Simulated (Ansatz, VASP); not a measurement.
## SrTiO3 in VASP and in Ansatz

```xyz
5
Lattice="3.9364 0.0000 0.0000 0.0000 3.9364 0.0000 0.0000 0.0000 3.9364" Properties=species:S:1:pos:R:3 pbc="T T T"
Sr    1.9682    1.9682    1.9682
Ti    0.0000    0.0000    0.0000
O     1.9682    0.0000    0.0000
O     0.0000    1.9682    0.0000
O     0.0000    0.0000    1.9682
```

Alike in both runs: task single point; functional PBEsol; k mesh 8 × 8 × 8; occupations gaussian, width 0.02 eV; no spin polarisation.

|  | VASP | Ansatz |
| --- | --- | --- |
| version | VASP 6.6.1 | Ansatz 0.2.0 |
| potentials or method | VASP PAW PBE potentials, release 64 (Sr_sv, Ti_sv, O), cutoff 520 eV | scalar-relativistic, plane waves, PAW |
| valence electrons in the cell | 40 | 40 |

Ansatz gave:

| Property | Result |
| --- | --- |
| gap on the k mesh at the Fermi level (eV) | 1.79 |
| least direct gap on the mesh (eV) | 2.15 |
| pressure (GPa) | -6.0 |

Question: Which values does VASP return?

Answer: gap on the k mesh at the Fermi level (eV): 1.76; least direct gap on the mesh (eV): 2.13; pressure (GPa): -5.4.

VASP's potentials were made for PBE, not for PBEsol. With one functional, cell and mesh, what is left measures potentials, basis and numerics.
